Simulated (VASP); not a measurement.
Runs of VASP 6.6.1 on SrO. The structure is that of space group Fm-3m (No. 225), or close to it. The cells are those of the table. 

```csv
task,cell,cutoff (eV),gap on the mesh (eV),pressure (GPa)
single point,"a = 3.518 Å, angles 60.0°, 2 atoms",520,3.06,11.0
relaxation of cell and atoms,"relaxed to 10 GPa from a = 3.622 Å, angles 60.0°, 2 atoms",600,(b),10.0
relaxation of cell and atoms,"relaxed to 15 GPa from a = 3.622 Å, angles 60.0°, 2 atoms",600,(c),15.0
single point,"a = 3.575 Å, angles 60.0°, 2 atoms",520,3.11,4.8
single point,"a = 3.545 Å, angles 60.0°, 2 atoms",520,3.09,(a)
```

Alike in all rows: level PBEsol; potentials or basis VASP PAW PBE potentials, release 64 (Sr_sv, O); no spin polarisation; k mesh 8 × 8 × 8; smearing gaussian 0.01 eV.

Fill in the values left out.

(a) 7.9; (b) 3.07; (c) 3.00.

Caveats: the PAW data sets were made with another functional, which shifts forces and pressure a little; the cell is relaxed towards a set pressure, so the enthalpy falls and the energy may rise (some runs).

A k mesh can miss the band edges, and the runs leave out spin-orbit coupling on Sr.
